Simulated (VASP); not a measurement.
# Ta2C (P-3m1) in VASP: notebook

Ta2C is run at these levels: PBEsol; tasks: single point.

All numbers are computed with VASP 6.6.1; they aren't measurements. Logs are shortened: lines on timing, memory, paths and dates and some standing lists are left out, and cuts for length are marked.

**1. The cell of the first run**

Symmetry: P-3m1, No. 164, trigonal system. The conventional cell has a = 3.095 Å, b = 3.095 Å, c = 4.675 Å, α = 90.00°, β = 90.00°, γ = 120.00°. Within 2.8 Å of Ta (site symmetry 3m) lie 3 C at 2.14 Å. Within 2.8 Å of C (site symmetry -3m) lie 6 Ta at 2.14 Å.

**2. Single point, PBEsol (strain +0.000 along x and y, -0.050 along z)**

The input, INCAR:

```
  PREC = Accurate
  ENCUT = 520
  EDIFF = 1E-7
  ISMEAR = 0
  SIGMA = 0.15
  LREAL = F
  LASPH = T
  NELM = 80
  ALGO = Normal
  ISIF = 2
  LWAVE = F
  LCHARG = T
  GGA = PS
  LELF = T
  LVHAR = T
  NBANDS = 20
```

The input, KPOINTS:

```
regular mesh
0
Gamma
  18 18 10
```

The input, POSCAR:

```
Ta2C
1.0
    3.0953007044      0.0000000000      0.0000000000
   -1.5476503522      2.6806090424      0.0000000000
    0.0000000000      0.0000000000      4.6750262656
Ta C
2 1
Direct
    0.3333333333      0.6666666667      0.2528761934
    0.6666666667      0.3333333333      0.7471238066
    0.0000000000      0.0000000000      0.0000000000
```

Potentials or basis: VASP PAW PBE potentials, release 64 (Ta_pv, C).

Run with:

```bash
> cat potpaw_PBE.64/Ta_pv/POTCAR potpaw_PBE.64/C/POTCAR > POTCAR
> mpirun -np 1 vasp_std > vasp.out
```

OUTCAR:

```text
PREC = Accurate
   ENCUT = 520
   EDIFF = 1E-7
   ISMEAR = 0
   LREAL = F
   LASPH = T
   NELM = 80
   ISIF = 2
   GGA = PS

 ion  position               nearest neighbor table
   1  0.333  0.667  0.253-   3 2.14   3 2.14   3 2.14   2 2.92   2 2.92   2 2.92   2 2.96   2 2.96
                             2 2.96
   2  0.667  0.333  0.747-   3 2.14   3 2.14   3 2.14   1 2.92   1 2.92   1 2.92   1 2.96   1 2.96
                             1 2.96
   3  0.000  0.000  0.000-   1 2.14   2 2.14   2 2.14   1 2.14   2 2.14   1 2.14

  LATTYP: Found a hexagonal cell.
 ALAT       =     3.0953007044
 C/A-ratio  =     1.5103625502

  Lattice vectors:

 A1 = (   3.0953007044,   0.0000000000,   0.0000000000)
 A2 = (  -1.5476503522,   2.6806090424,   0.0000000000)
 A3 = (   0.0000000000,   0.0000000000,   4.6750262656)

Analysis of symmetry for initial positions (statically):
=====================================================================
 Subroutine PRICEL returns:
 Original cell was already a primitive cell.

 Routine SETGRP: Setting up the symmetry group for a
 hexagonal supercell.

 Subroutine GETGRP returns: Found 12 space group operations
 (whereof 12 operations were pure point group operations)
 out of a pool of 24 trial point group operations.

The static configuration has the point symmetry D_3d.

Analysis of symmetry for dynamics (positions and initial velocities):
=====================================================================
 Subroutine PRICEL returns:
 Original cell was already a primitive cell.

 Routine SETGRP: Setting up the symmetry group for a
 hexagonal supercell.

 Subroutine GETGRP returns: Found 12 space group operations
 (whereof 12 operations were pure point group operations)
 out of a pool of 24 trial point group operations.

The dynamic configuration has the point symmetry D_3d.

 Subroutine INISYM returns: Found 12 space group operations
 (whereof 12 operations are pure point group operations),
 and found     1 'primitive' translations

----------------------------------------------------------------------------------------

                                     Primitive cell

  volume of cell :      38.7901

  direct lattice vectors                    reciprocal lattice vectors
     3.095300704  0.000000000  0.000000000     0.323070388  0.186524776  0.000000000
    -1.547650352  2.680609042  0.000000000     0.000000000  0.373049551  0.000000000
     0.000000000  0.000000000  4.675026266     0.000000000  0.000000000  0.213902542

  length of vectors
     3.095300704  3.095300704  4.675026266     0.373049551  0.373049551  0.213902542

  position of ions in fractional coordinates (direct lattice)
     0.333333333  0.666666667  0.252876193
     0.666666667  0.333333333  0.747123807
     0.000000000  0.000000000  0.000000000

  ion indices of the primitive-cell ions
   primitive index   ion index
                 1           1
                 2           2
                 3           3

----------------------------------------------------------------------------------------

 KPOINTS: regular mesh

Automatic generation of k-mesh.
 Grid dimensions read from file:
 generate k-points for:   18   18   10

 Generating k-lattice:

  Cartesian coordinates                     Fractional coordinates (reciprocal lattice)
     0.017948355  0.010362488  0.000000000     0.055555556  0.000000000  0.000000000
     0.000000000  0.020724975  0.000000000     0.000000000  0.055555556  0.000000000
     0.000000000  0.000000000  0.021390254     0.000000000  0.000000000  0.100000000

  Length of vectors
     0.020724975  0.020724975  0.021390254

  Shift w.r.t. Gamma in fractional coordinates (k-lattice)
     0.000000000  0.000000000  0.000000000

 Subroutine IBZKPT returns following result:
 ===========================================

 Found    330 irreducible k-points:

 Following reciprocal coordinates:
            Coordinates               Weight
  0.000000  0.000000  0.000000      1.000000
  0.055556 -0.000000  0.000000      6.000000
  0.111111 -0.000000  0.000000      6.000000
  0.166667 -0.000000  0.000000      6.000000
  0.222222 -0.000000  0.000000      6.000000
  0.277778  0.000000  0.000000      6.000000
[... 16 lines left out ...]
  0.333333  0.111111  0.000000     12.000000
  0.388889  0.111111  0.000000     12.000000
 [... further k-points ...]
   k-points           NKPTS =    330   k-points in BZ     NKDIM =    330   number of bands    NBANDS=     20
   number of dos      NEDOS =    301   number of ions     NIONS =      3
   total plane-waves  NPLWV =  20736
   dimension x,y,z NGX =    24 NGY =   24 NGZ =   36
   dimension x,y,z NGXF=    48 NGYF=   48 NGZF=   72
   ions per type =               2   1
   NGX,Y,Z   is equivalent  to a cutoff of  12.89, 12.89, 12.80 a.u.
   NGXF,Y,Z  is equivalent  to a cutoff of  25.78, 25.78, 25.60 a.u.
 SYSTEM =  unknown system
   PREC   = accura    normal or accurate (medium, high low for compatibility)
   ISTART =      0    job   : 0-new  1-cont  2-samecut
   ICHARG =      2    charge: 1-file 2-atom 10-const
   ISPIN  =      1    spin polarized calculation?
   LNONCOLLINEAR =      F non collinear calculations
   LSORBIT =      F    spin-orbit coupling
   LASPH  =      T    aspherical Exc in radial PAW
   ENCUT  =  520.0 eV  38.22 Ry    6.18 a.u.   5.76  5.76  8.69*2*pi/ulx,y,z
   NELM   =     80;   NELMIN=  2; NELMDL= -5     # of ELM steps
   EDIFF  = 0.1E-06   stopping-criterion for ELM
   LREAL  =      F    real-space projection
   EDIFFG = 0.1E-05   stopping-criterion for IOM
   NSW    =      0    number of steps for IOM
   IBRION =     -1    ionic relax: 0-MD 1-quasi-New 2-CG
   NFREE  =      0    steps in history (QN), initial steepest desc. (CG)
   ISIF   =      2    stress and relaxation
   ISYM   =      2    0-nonsym 1-usesym 2-fastsym
   POTIM  = 0.5000    time-step for ionic-motion
   TEBEG  =    0.0;   TEEND  =   0.0 temperature during run
   PSTRESS=    0.0 pullay stress
   NELECT =      26.0000    total number of electrons
   NUPDOWN=      -1.0000    fix difference up-down
   EMIN   =  10.00;   EMAX   =-10.00  energy-range for DOS
   EFERMI =   0.00;   METHOD = LEGACY
   ISMEAR =     0;   SIGMA  =   0.15  broadening in eV -4-tet -1-fermi 0-gaus
   EFERMI_NEDOS =   21; number of points for ismear=-14 and -15
   IALGO  =     38    algorithm
   IMIX   =      4    mixing-type and parameters
     AMIX     =   0.40;   BMIX     =  1.00
     AMIX_MAG =   1.60;   BMIX_MAG =  1.00
  volume/ion in A,a.u.               =      12.93        87.26
  Fermi-wavevector in a.u.,A,eV,Ry     =   1.432713  2.707435 27.928218  2.052666
  Thomas-Fermi vector in A             =   2.552310
   LORBIT       =      0    0 simple, 1 ext, 2 COOP (PROOUT), +10 PAW based schemes
   GGA     = PS    functional components
   LHFCALC =     F    Hartree Fock is set to
   AEXX    =    0.0000 exact exchange contribution
   IVDW    =     0    specifies the selected vdW correction
   LEPSILON=     F    determine dielectric tensor
   LRPA    =     F    only Hartree local field effects (RPA)
 non-spin polarized calculation
 Gauss-broadening in eV      SIGMA  =   0.15
  energy-cutoff  :      520.00
  volume of cell :       38.79
 maximum number of plane-waves:      1061
   NGX = 11   NGY = 11   NGZ = 17

 number of electron      26.0000001 magnetization

 Free energy of the ion-electron system (eV)
  ---------------------------------------------------
  ext. energy  EPLUGINS =         0.00000000
  ---------------------------------------------------
  free energy    TOTEN  =       -36.50640635 eV

  energy without entropy =      -36.49739290  energy(sigma->0) =      -36.50189963

 E-fermi :   6.8366     XC(G=0): -13.2065

 val. band max:        6.8361976121   @ k =   0.1111  -0.0000   0.4000
 cond. band min:       6.8447379157   @ k =   0.0000   0.1667   0.3000
 fundamental gap:      0.0085403035
 Fermi energy:         6.8366387897

 k-point     1 :       0.0000    0.0000    0.0000
  band No.  band energies     occupation
      1     -27.8419      2.00000
      2     -27.0107      2.00000
      3     -27.0107      2.00000
      4     -26.8312      2.00000
      5     -26.8312      2.00000
      6     -26.6405      2.00000
[... 12 lines left out ...]
     19      10.0191      0.00000
     20      14.8505      0.00000

 k-point     2 :       0.0556   -0.0000    0.0000
  band No.  band energies     occupation
      1     -27.8314      2.00000
      2     -27.0308      2.00000
      3     -27.0188      2.00000
      4     -26.8512      2.00000
      5     -26.8320      2.00000
      6     -26.6458      2.00000
[... 12 lines left out ...]
     19      10.4220      0.00000
     20      15.0035      0.00000

 k-point     3 :       0.1111   -0.0000    0.0000
  band No.  band energies     occupation
      1     -27.8005      2.00000
      2     -27.0888      2.00000
      3     -27.0413      2.00000
      4     -26.9080      2.00000
      5     -26.8352      2.00000
      6     -26.6618      2.00000
[... 12 lines left out ...]
     19      11.2873      0.00000
     20      15.2551      0.00000

 k-point     4 :       0.1667   -0.0000    0.0000
  band No.  band energies     occupation
      1     -27.7510      2.00000
      2     -27.1776      2.00000
      3     -27.0741      2.00000
      4     -26.9928      2.00000
      5     -26.8416      2.00000
      6     -26.6887      2.00000
[... 429 lines left out ...]
 k-point    23 :       0.3333    0.1111    0.0000
  band No.  band energies     occupation
      1     -27.5887      2.00000
      2     -27.4198      2.00000
      3     -27.3738      2.00000
      4     -27.2224      2.00000
      5     -26.9369      2.00000
      6     -26.9034      2.00000
[... 12 lines left out ...]
     19      13.3186      0.00000
     20      13.9826      0.00000

 k-point    24 :       0.3889    0.1111    0.0000
  band No.  band energies     occupation
      1     -27.6408      2.00000
      2     -27.4056      2.00000
      3     -27.3477      2.00000
      4     -27.2585      2.00000
      5     -26.9562      2.00000
      6     -26.9443      2.00000
[... 12 lines left out ...]
     19      12.8721      0.00000
     20      13.6811      0.00000

 [... further k-points ...]

------------------------ aborting loop because EDIFF is reached ----------------------------------------

  FORCE on cell =-STRESS in cart. coord.  units (eV):
  Direction    XX          YY          ZZ          XY          YZ          ZX
  --------------------------------------------------------------------------------------
  -------------------------------------------------------------------------------------
  Total        2.6462990      2.6462990      7.7553712      0.0000000      0.0000000      0.0000000
  in kB      109.3022550    109.3022551    320.3264442      0.0000000      0.0000000      0.0000000
  external PRESSURE =     179.6436514 kB  Pullay stress =       0.0000000 kB

 VOLUME and BASIS-vectors are now :
 -----------------------------------------------------------------------------
  energy-cutoff  :      520.00
  volume of cell :       38.79
      direct lattice vectors                 reciprocal lattice vectors
     3.095300704  0.000000000  0.000000000     0.323070388  0.186524776  0.000000000
    -1.547650352  2.680609042  0.000000000     0.000000000  0.373049551  0.000000000
     0.000000000  0.000000000  4.675026266     0.000000000  0.000000000  0.213902542

 POSITION                                       TOTAL-FORCE (eV/Angst)
 -----------------------------------------------------------------------------------
     -0.00000      1.78707      1.18220        -0.000000     -0.000000      0.587050
      1.54765      0.89354      3.49282         0.000000      0.000000     -0.587050
      0.00000      0.00000      0.00000         0.000000      0.000000     -0.000000
 -----------------------------------------------------------------------------------
    total drift:                                0.000000     -0.000000      0.000000

  FREE ENERGIE OF THE ION-ELECTRON SYSTEM (eV)
  ---------------------------------------------------
  free  energy   TOTEN  =       -36.5064063540 eV

  energy  without entropy=      -36.4973929044  energy(sigma->0) =      -36.50189963
```

Wall time 4.1 min (1 thread of Intel Xeon Platinum 8259CL at 2.50GHz (Skylake/Cascade Lake), shared host); peak memory 0.33 GiB.

Results:

* Free energy: -36.5064 eV
* Pressure: 18.0 GPa
* Largest force: 0.587 eV/Å
* Band gap on the k mesh: zero (bands 13 and 14 overlap by 1.11 eV)

Forces on the atoms (eV/Å):
```
Ta   0.000  0.000  0.587
Ta   0.000  0.000 -0.587
C    0.000  0.000  0.000
```

Stress tensor (GPa, compression positive):
```
10.93  0.00  0.00
 0.00 10.93  0.00
 0.00  0.00 32.03
```

Caveat: the cell differs from its parent crystal (strain +0.000 along x and y, -0.050 along z); the stress differs along the axes, from 11 to 32 GPa; the PAW data sets were made with another functional, which shifts forces and pressure a little; spin-orbit coupling is left out, which moves the levels of the heavy elements.

**3. Single point, PBEsol (strain -0.025 along x and y, +0.000 along z)**

The input, INCAR:

```
PREC = Accurate
ENCUT = 520
EDIFF = 1E-6
ISMEAR = 0
SIGMA = 0.15
LREAL = False
LASPH = True
NELM = 100
ALGO = Normal
ISIF = 2
LWAVE = False
LCHARG = False
GGA = PS
NBANDS = 20
```

The input, KPOINTS:

```
Automatic mesh
0
Gamma
  18 18 10
```

The input, POSCAR:

```
Ta2C
1.0
    3.0179181868      0.0000000000      0.0000000000
   -1.5089590934      2.6135938163      0.0000000000
    0.0000000000      0.0000000000      4.9210802796
Ta C
2 1
Direct
    0.3333333333      0.6666666667      0.2528761934
    0.6666666667      0.3333333333      0.7471238066
    0.0000000000      0.0000000000      0.0000000000
```

Potentials or basis: VASP PAW PBE potentials, release 64 (Ta_pv, C).

Run with:

```bash
> cat potpaw_PBE.64/Ta_pv/POTCAR potpaw_PBE.64/C/POTCAR > POTCAR
> mpirun -np 1 vasp_std > vasp.out
```

Run time: 2.8 min. Hardware: 1 thread of Intel Xeon Platinum 8259CL at 2.50GHz (Skylake/Cascade Lake), shared host; peak memory 0.34 GiB.

The run converged. Its results:

| Quantity | Value |
| --- | --- |
| Free energy | -36.5818 eV |
| Pressure | 16.9 GPa |
| Largest force | 0.478 eV/Å |
| Band gap on the k mesh | zero (bands 13 and 14 overlap by 0.75 eV) |

Forces on the atoms (eV/Å):
```
Ta   0.000  0.000  0.478
Ta   0.000  0.000 -0.478
C    0.000  0.000  0.000
```

Stress tensor (GPa, compression positive):
```
20.14  0.00  0.00
 0.00 20.14  0.00
 0.00  0.00 10.40
```

Levels at points of the mesh, in eV from the Fermi level:
| k point | band 10 | band 11 | band 12 | band 13 | band 14 | band 15 | band 16 | band 17 |
| --- | --- | --- | --- | --- | --- | --- | --- | --- |
| (0.00, 0.00, 0.00) | -3.66 | -3.01 | -0.27 | 0.52 | 0.52 | 1.39 | 1.39 | 2.54 |
| (0.50, 0.00, 0.00) | -4.11 | -4.03 | -1.75 | -0.16 | 3.24 | 3.95 | 4.99 | 5.67 |
| (0.00, 0.00, 0.50) | -3.90 | -2.12 | -1.68 | -0.23 | -0.23 | 3.18 | 3.18 | 3.67 |
| (0.50, 0.00, 0.50) | -3.65 | -2.80 | -1.05 | -0.87 | 1.46 | 1.75 | 4.88 | 5.40 |

Caveat: the cell differs from its parent crystal (strain -0.025 along x and y, +0.000 along z); the stress differs along the axes, from 10 to 20 GPa; the PAW data sets were made with another functional, which shifts forces and pressure a little; spin-orbit coupling is left out, which moves the levels of the heavy elements.

(Part 1 of 3 ends here.)

The gap in the log of VASP goes by the Fermi energy; the results here count the filled bands.